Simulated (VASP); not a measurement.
# WBr2Cl2 (Cmmm) in VASP: further runs, part 2 of 2

VASP 6.6.1. The steps go on from the part before.

## 4. Single point, PBE+D3(BJ)

This run uses another cell than the first one, of 33.82 Å³/atom.

File INCAR:

```
SYSTEM = WBr2Cl2
PREC = Accurate ; ENCUT = 520
EDIFF = 1E-7 ; ISMEAR = 0
SIGMA = 0.1 ; LREAL = .FALSE.
LASPH = .TRUE. ; NELM = 80
ALGO = Normal ; ISIF = 2
LWAVE = .FALSE. ; LCHARG = .FALSE.
GGA = PE ; IVDW = 12
NBANDS = 29
```

File KPOINTS:

```
regular mesh
0
G
  8 8 8
  0 0 0
```

File POSCAR:

```
WBr2Cl2
1.0
    2.3867302914     -7.5401002398      0.0000000000
    2.3867302914      7.5401002398      0.0000000000
    0.0000000000      0.0000000000      4.6983260209
W Br Cl
1 2 2
Direct
    0.0000000000      0.0000000000      0.0000000000
    0.1640718089      0.8359281911      0.0000000000
    0.8359281911      0.1640718089      0.0000000000
    0.0000000000      0.0000000000      0.5000000000
    0.5000000000      0.5000000000      0.0000000000
```

Potentials or basis: VASP PAW PBE potentials, release 64 (W_sv, Br, Cl).

Command:

```sh
cat potpaw_PBE.64/W_sv/POTCAR potpaw_PBE.64/Br/POTCAR potpaw_PBE.64/Cl/POTCAR > POTCAR
mpirun -np 1 vasp_std > vasp.out
```

OUTCAR:

```text
SYSTEM = WBr2Cl2
   PREC = Accurate
   ENCUT = 520
   EDIFF = 1E-7
   ISMEAR = 0
   LREAL = .FALSE.
   LASPH = .TRUE.
   NELM = 80
   ISIF = 2
   GGA = PE
   IVDW = 12
 IVDW          = 12

 ion  position               nearest neighbor table
   1  0.000  0.000  0.000-   4 2.35   4 2.35   5 2.39   5 2.39   2 2.47   3 2.47
   2  0.164  0.836  0.000-   1 2.47
   3  0.836  0.164  0.000-   1 2.47
   4  0.000  0.000  0.500-   1 2.35   1 2.35
   5  0.500  0.500  0.000-   1 2.39   1 2.39

  LATTYP: Found a base centered orthorhombic cell.
 ALAT       =     4.7734605828
 B/A-ratio  =     3.1591756584
 C/A-ratio  =     0.9842599388

  Lattice vectors:

 A1 = (   2.3867302914,  -7.5401002398,   0.0000000000)
 A2 = (   2.3867302914,   7.5401002398,   0.0000000000)
 A3 = (   0.0000000000,   0.0000000000,   4.6983260209)

Analysis of symmetry for initial positions (statically):
=====================================================================
 Subroutine PRICEL returns:
 Original cell was already a primitive cell.

 Routine SETGRP: Setting up the symmetry group for a
 base centered orthorhombic supercell.

 Subroutine GETGRP returns: Found  8 space group operations
[... 174 lines left out ...]
 cond. band min:       1.1008184325   @ k =  -0.1250   0.1250   0.0000
 fundamental gap:      0.0059469602
 Fermi energy:         1.0995957726

 k-point     1 :       0.0000    0.0000    0.0000
  band No.  band energies     occupation
      1     -74.5150      2.00000
      2     -38.7541      2.00000
      3     -38.7299      2.00000
      4     -38.6302      2.00000
      5     -16.2855      2.00000
      6     -15.5719      2.00000
[... 757 lines left out ...]
     28       7.7840      0.00000
     29       8.3991      0.00000

 [... further k-points ...]

------------------------ aborting loop because EDIFF is reached ----------------------------------------

 Edisp (eV)   -1.04409

 E8    (eV) :    -0.4232

  FORCE on cell =-STRESS in cart. coord.  units (eV):
  Direction    XX          YY          ZZ          XY          YZ          ZX
  --------------------------------------------------------------------------------------
  -------------------------------------------------------------------------------------
  Total       0.03341     0.02436     0.05983    -0.00000     0.00000     0.00000
  in kB       0.31658     0.23079     0.56683    -0.00000     0.00000     0.00000
  external pressure =        0.37 kB  Pullay stress =        0.00 kB

 VOLUME and BASIS-vectors are now :
 -----------------------------------------------------------------------------
  energy-cutoff  :      520.00
  volume of cell :      169.10
      direct lattice vectors                 reciprocal lattice vectors
     2.386730291 -7.540100240  0.000000000     0.209491622 -0.066312116  0.000000000
     2.386730291  7.540100240  0.000000000     0.209491622  0.066312116  0.000000000
     0.000000000  0.000000000  4.698326021     0.000000000  0.000000000  0.212841764

 POSITION                                       TOTAL-FORCE (eV/Angst)
 -----------------------------------------------------------------------------------
      0.00000      0.00000      0.00000        -0.000000      0.000000      0.000000
      2.38673      5.06586      0.00000        -0.000000     -0.014506      0.000000
      2.38673     -5.06586      0.00000        -0.000000      0.014506      0.000000
      0.00000      0.00000      2.34916        -0.000000      0.000000      0.000000
      2.38673      0.00000      0.00000         0.000000      0.000000      0.000000
 -----------------------------------------------------------------------------------
    total drift:                               -0.000000      0.000000     -0.000000

  FREE ENERGIE OF THE ION-ELECTRON SYSTEM (eV)
  ---------------------------------------------------
  free  energy   TOTEN  =       -22.7848874181 eV

  energy  without entropy=      -22.7554412003  energy(sigma->0) =      -22.77016431
```

stdout:

```text
POSCAR found type information on POSCAR W BrCl
 POSCAR found :  3 types and       5 ions
 scaLAPACK will be used
 LDA part: xc-table for (Slater+PW92), standard interpolation
 POSCAR, INCAR and KPOINTS ok, starting setup
 FFT: planning ... GRIDC
 FFT: planning ... GRID_SOFT
 FFT: planning ... GRID
 WAVECAR not read
 entering main loop
```

Run time: 8.4 min. Hardware: 1 thread of Intel Xeon Platinum 8488C (Sapphire Rapids), shared host; peak memory 0.69 GiB.

What came out:

| Item | Value |
| --- | --- |
| Free energy | -22.7849 eV |
| Pressure | 0.0 GPa |
| Largest force | 0.015 eV/Å |
| Band gap on the k mesh | zero (bands 21 and 22 overlap by 1.12 eV) |
| Dispersion energy per atom | -0.209 eV |

Forces in eV/Å, atoms in the order of the input:
```
W    0.000  0.000  0.000
Br   0.000 -0.015  0.000
Br   0.000  0.015  0.000
Cl   0.000  0.000  0.000
Cl   0.000  0.000  0.000
```

Caveat: spin-orbit coupling is left out, which moves the levels of the heavy elements.

## 5. Overview

| task | spin | cell | k mesh | cutoff (eV) | gap on the mesh (eV) | pressure (GPa) | largest force (eV/Å) |
| --- | --- | --- | --- | --- | --- | --- | --- |
| single point | collinear, zero start | a = 9.090, b = 9.090, c = 4.176 Å, angles 90.0, 90.0, 154.5°, 5 atoms, atomic positions A | 4 × 4 × 4 | 520 | none | 18.7 | 1.67 |
| relaxation of cell and atoms | off | relaxed from a = 9.090, b = 9.090, c = 4.176 Å, angles 90.0, 90.0, 154.5°, 5 atoms, atomic positions A | 4 × 4 × 4 | 600 | none | -0.1 | 0.01 |
| single point | off | a = 7.909, b = 7.909, c = 4.698 Å, angles 90.0, 90.0, 144.9°, 5 atoms, atomic positions B | 8 × 8 × 8 | 520 | none | 0.0 | 0.01 |

Alike in all rows: level PBE+D3(BJ); potentials or basis VASP PAW PBE potentials, release 64 (W_sv, Br, Cl); smearing gaussian 0.1 eV.

Caveats: some runs use coarse meshes; spin-orbit coupling is left out, which moves the levels of the heavy elements; forces of over 1 eV/Å act on the atoms, so gaps and moduli don't describe the material at rest (at least some runs); the volume moved by over 15 % at a fixed basis, so the end points are rough (at least some runs).

Absolute energies hang on the potentials; compare differences alone.

The gap in the log of VASP goes by the Fermi energy; the results here count the filled bands.